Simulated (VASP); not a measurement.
# Co (P6_3/mmc) in VASP: further runs

Co is run at these levels: PBEsol; tasks: single point.

Everything below comes from runs of VASP 6.6.1. Logs are shortened: lines on timing, memory, paths and dates and some standing lists are left out, and cuts for length are marked.

**1. The cell of the first run**

Symmetry: P6_3/mmc, No. 194, hexagonal system. Conventional cell: a = 2.518 Å, b = 2.518 Å, c = 4.071 Å, α = 90.00°, β = 90.00°, γ = 120.00°. Within 3.3 Å of Co (site symmetry -6m2) lie 12 Co at 2.50 to 2.52 Å.

**2. Single point, PBEsol, collinear spin, ferromagnetic start (volume scaled by 1.08)**

INCAR reads:

```
PREC = Accurate
ENCUT = 520
EDIFF = 1E-7
ISMEAR = -1
SIGMA = 0.05
LREAL = F
LASPH = T
NELM = 150
ALGO = Normal
ISIF = 2
LWAVE = F
LCHARG = F
ISPIN = 2
MAGMOM = 1.634 1.634
LORBIT = 11
LMAXMIX = 4
GGA = PS
NBANDS = 20
```

KPOINTS reads:

```
Automatic mesh
0
Gamma
  24 24 13
```

POSCAR reads:

```
Co
1.0
    2.5176359445      0.0000000000      0.0000000000
   -1.2588179722      2.1803366854      0.0000000000
    0.0000000000      0.0000000000      4.0706760085
Co
2
Direct
    0.3333333333      0.6666666667      0.2500000000
    0.6666666667      0.3333333333      0.7500000000
```

Potentials or basis: VASP PAW PBE potentials, release 64 (Co).

Command:

```console
$ cat potpaw_PBE.64/Co/POTCAR > POTCAR
$ mpirun -np 1 vasp_std > vasp.out
```

OUTCAR:

```text
PREC = Accurate
   ENCUT = 520
   EDIFF = 1E-7
   ISMEAR = -1
   LREAL = F
   LASPH = T
   NELM = 150
   ISIF = 2
   ISPIN = 2
   LORBIT = 11
   GGA = PS

 ion  position               nearest neighbor table
   1  0.333  0.667  0.250-   2 2.50   2 2.50   2 2.50   2 2.50   2 2.50   2 2.50
   2  0.667  0.333  0.750-   1 2.50   1 2.50   1 2.50   1 2.50   1 2.50   1 2.50

  LATTYP: Found a hexagonal cell.
 ALAT       =     2.5176359445
 C/A-ratio  =     1.6168644309

  Lattice vectors:

 A1 = (   2.5176359445,   0.0000000000,   0.0000000000)
 A2 = (  -1.2588179722,   2.1803366854,   0.0000000000)
 A3 = (   0.0000000000,   0.0000000000,   4.0706760085)

Analysis of symmetry for initial positions (statically):
=====================================================================
 Subroutine PRICEL returns:
 Original cell was already a primitive cell.

 Routine SETGRP: Setting up the symmetry group for a
 hexagonal supercell.

 Subroutine GETGRP returns: Found 24 space group operations
 (whereof 12 operations were pure point group operations)
 out of a pool of 24 trial point group operations.

The static configuration has the point symmetry D_3d.
 The point group associated with its full space group is D_6h.

Analysis of symmetry for dynamics (positions and initial velocities):
=====================================================================
 Subroutine PRICEL returns:
 Original cell was already a primitive cell.

 Routine SETGRP: Setting up the symmetry group for a
 hexagonal supercell.

 Subroutine GETGRP returns: Found 24 space group operations
 (whereof 12 operations were pure point group operations)
 out of a pool of 24 trial point group operations.

The dynamic configuration has the point symmetry D_3d.
 The point group associated with its full space group is D_6h.

Analysis of structural, dynamic, and magnetic symmetry:
=====================================================================
 Subroutine PRICEL returns:
 Original cell was already a primitive cell.

 Routine SETGRP: Setting up the symmetry group for a
 hexagonal supercell.

 Subroutine GETGRP returns: Found 24 space group operations
 (whereof 12 operations were pure point group operations)
 out of a pool of 24 trial point group operations.

The overall configuration has the point symmetry D_3d.
 The point group associated with its full space group is D_6h.

 Subroutine INISYM returns: Found 24 space group operations
 (whereof 12 operations are pure point group operations),
[... 115 lines left out ...]
     AMIX     =   0.40;   BMIX     =  1.00
     AMIX_MAG =   1.60;   BMIX_MAG =  1.00
  volume/ion in A,a.u.               =      11.17        75.40
  Fermi-wavevector in a.u.,A,eV,Ry     =   1.523250  2.878526 31.569489  2.320292
  Thomas-Fermi vector in A             =   2.631719
   LORBIT       =     11    0 simple, 1 ext, 2 COOP (PROOUT), +10 PAW based schemes
   GGA     = PS    functional components
   LHFCALC =     F    Hartree Fock is set to
   AEXX    =    0.0000 exact exchange contribution
   IVDW    =     0    specifies the selected vdW correction
   LEPSILON=     F    determine dielectric tensor
   LRPA    =     F    only Hartree local field effects (RPA)
 spin polarized calculation
  energy-cutoff  :      520.00
  volume of cell :       22.35
 maximum number of plane-waves:       617
 NGX is ok and might be reduce to    20
   NGX =  9   NGY =  9   NGZ = 15

 number of electron      18.0000003 magnetization       3.2523524

 Free energy of the ion-electron system (eV)
  ---------------------------------------------------
  ext. energy  EPLUGINS =         0.00000000
  ---------------------------------------------------
  free energy    TOTEN  =       -15.39129417 eV

  energy without entropy =      -15.37617872  energy(sigma->0) =      -15.38373645

 E-fermi :   9.6593     XC(G=0): -13.4058

 val. band max:        9.6586183909   @ k =   0.2083   0.0833   0.3077
 cond. band min:       9.6603891710   @ k =   0.2083   0.0417   0.0769
 fundamental gap:      0.0017707801
 Fermi energy:         9.6592574414

 spin component 1

 k-point     1 :       0.0000    0.0000    0.0000
  band No.  band energies     occupation
      1       0.8643      1.00000
      2       4.6504      1.00000
      3       7.1037      1.00000
      4       7.1261      1.00000
      5       7.1261      1.00000
      6       7.4246      1.00000
[... 541 lines left out ...]
     19      31.6126      0.00000
     20      33.5527      0.00000

 [... further k-points ...]

 spin component 2

 k-point     1 :       0.0000    0.0000    0.0000
  band No.  band energies     occupation
      1       0.9149      1.00000
      2       5.6151      1.00000
      3       8.7358      1.00000
      4       8.7625      1.00000
      5       8.7625      1.00000
      6       9.1131      0.99998
[... 541 lines left out ...]
     19      32.0739      0.00000
     20      33.8737      0.00000

 [... further k-points ...]

------------------------ aborting loop because EDIFF is reached ----------------------------------------

  FORCE on cell =-STRESS in cart. coord.  units (eV):
  Direction    XX          YY          ZZ          XY          YZ          ZX
  --------------------------------------------------------------------------------------
  -------------------------------------------------------------------------------------
  Total       -2.1798303     -2.1798303     -2.2094148     -0.0000000      0.0000000      0.0000000
  in kB     -156.2968559   -156.2968559   -158.4181026     -0.0000000      0.0000000      0.0000000
  external PRESSURE =    -157.0039382 kB  Pullay stress =       0.0000000 kB

 VOLUME and BASIS-vectors are now :
 -----------------------------------------------------------------------------
  energy-cutoff  :      520.00
  volume of cell :       22.35
      direct lattice vectors                 reciprocal lattice vectors
     2.517635944  0.000000000  0.000000000     0.397198015  0.229322381  0.000000000
    -1.258817972  2.180336685  0.000000000     0.000000000  0.458644762  0.000000000
     0.000000000  0.000000000  4.070676009     0.000000000  0.000000000  0.245659443

 POSITION                                       TOTAL-FORCE (eV/Angst)
 -----------------------------------------------------------------------------------
     -0.00000      1.45356      1.01767         0.000000      0.000000      0.000000
      1.25882      0.72678      3.05301        -0.000000      0.000000      0.000000
 -----------------------------------------------------------------------------------
    total drift:                                0.000000     -0.000000     -0.000000

  FREE ENERGIE OF THE ION-ELECTRON SYSTEM (eV)
  ---------------------------------------------------
  free  energy   TOTEN  =       -15.3912941693 eV

  energy  without entropy=      -15.3761787217  energy(sigma->0) =      -15.38373645

 total charge

# of ion       s       p       d       tot
------------------------------------------
    1        0.477   0.500   7.238   8.215
    2        0.477   0.500   7.238   8.215
--------------------------------------------------
tot          0.954   0.999  14.477  16.430

 magnetization (x)

# of ion       s       p       d       tot
------------------------------------------
    1       -0.014  -0.051   1.712   1.647
    2       -0.014  -0.051   1.712   1.647
--------------------------------------------------
tot         -0.029  -0.102   3.425   3.294
```

stdout:

```text
POSCAR found type information on POSCAR Co
 POSCAR found :  1 types and       2 ions
 scaLAPACK will be used
 -----------------------------------------------------------------------------
|                                                                             |
|                                                                             |
|     You enforced a specific xc type in the INCAR file but a different       |
|     I HOPE YOU KNOW WHAT YOU ARE DOING!                                     |
|                                                                             |
 -----------------------------------------------------------------------------

 LDA part: xc-table for (Slater+PW92), standard interpolation
 POSCAR, INCAR and KPOINTS ok, starting setup
 FFT: planning ... GRIDC
 FFT: planning ... GRID_SOFT
 FFT: planning ... GRID
 WAVECAR not read
 entering main loop
```

Run time: 8.6 min. Hardware: 1 thread of Intel Xeon 8259CL, shared host; peak memory 0.36 GiB.

Results:

| Item | Value |
| --- | --- |
| Free energy | -15.3913 eV |
| Pressure | -15.7 GPa |
| Net moment | 3.25 μB per cell |
| Site moments | Co +1.65 μB |
| Valence electrons inside the program's atomic spheres | Co 8.21 |

Stress tensor (GPa, compression positive):
```
-15.63   0.00   0.00
  0.00 -15.63   0.00
  0.00   0.00 -15.84
```

Levels at points of the mesh, in eV from the Fermi level:
Spin up:
```
           k point  band 9  band 10  band 11  band 12  band 13  band 14
(0.00, 0.00, 0.00)   -1.90    -0.85    -0.85    -0.11     6.08    21.67
(0.50, 0.00, 0.00)   -0.63    -0.58     1.21     3.14     9.41    10.02
```
Spin down:
```csv
k point,band 4,band 5,band 6,band 7,band 8,band 9,band 10,band 11
"(0.00, 0.00, 0.00)",-0.90,-0.90,-0.55,-0.55,-0.14,-0.14,-0.11,1.03
"(0.50, 0.00, 0.00)",-1.78,-1.05,-0.97,-0.57,1.15,1.28,1.31,2.46
```

Caveat: the PAW data sets were made with another functional, which shifts forces and pressure a little.

**3. Single point, PBEsol, collinear spin, ferromagnetic start (volume scaled by 1.12)**

INCAR reads:

```
  PREC = Accurate
  ENCUT = 520
  EDIFF = 1E-7
  ISMEAR = -1
  SIGMA = 0.05
  LREAL = F
  LASPH = T
  NELM = 150
  ALGO = Normal
  ISIF = 2
  LWAVE = F
  LCHARG = T
  ISPIN = 2
  MAGMOM = 1.634 1.634
  LORBIT = 11
  LMAXMIX = 4
  GGA = PS
  LELF = T
  LVHAR = T
  NBANDS = 20
```

KPOINTS is that of step 2.

POSCAR reads:

```
Co
1.0
    2.5483418481      0.0000000000      0.0000000000
   -1.2741709240      2.2069287780      0.0000000000
    0.0000000000      0.0000000000      4.1203232918
Co
2
Direct
    0.3333333333      0.6666666667      0.2500000000
    0.6666666667      0.3333333333      0.7500000000
```

Potentials or basis: VASP PAW PBE potentials, release 64 (Co).

Command:

```console
$ cat potpaw_PBE.64/Co/POTCAR > POTCAR
$ mpirun -np 1 vasp_std > vasp.out
```

It took 8 min on 1 thread of Intel Xeon 8259CL, shared host; peak memory 0.37 GiB.

The run converged. Its results:

```
Free energy                                           : -15.2956 eV
Pressure                                              : -21.1 GPa
Net moment                                            : 3.30 μB per cell
Site moments                                          : Co +1.68 μB
Valence electrons inside the program's atomic spheres : Co 8.15
```

Levels at points of the mesh, in eV from the Fermi level:
Spin up:
```tsv
k point	band 9	band 10	band 11	band 12	band 13	band 14
(0.00, 0.00, 0.00)	-1.91	-0.91	-0.91	-0.09	5.77	21.36
(0.50, 0.00, 0.00)	-0.71	-0.65	1.11	2.96	9.13	9.69
```
Spin down:
```tsv
k point	band 3	band 4	band 5	band 6	band 7	band 8	band 9	band 10	band 11	band 12
(0.00, 0.00, 0.00)	-0.86	-0.84	-0.84	-0.51	-0.51	-0.12	-0.12	-0.10	0.99	0.99
(0.50, 0.00, 0.00)	-2.92	-1.72	-0.98	-0.91	-0.53	1.11	1.23	1.26	2.36	3.97
```

Caveat: the PAW data sets were made with another functional, which shifts forces and pressure a little.
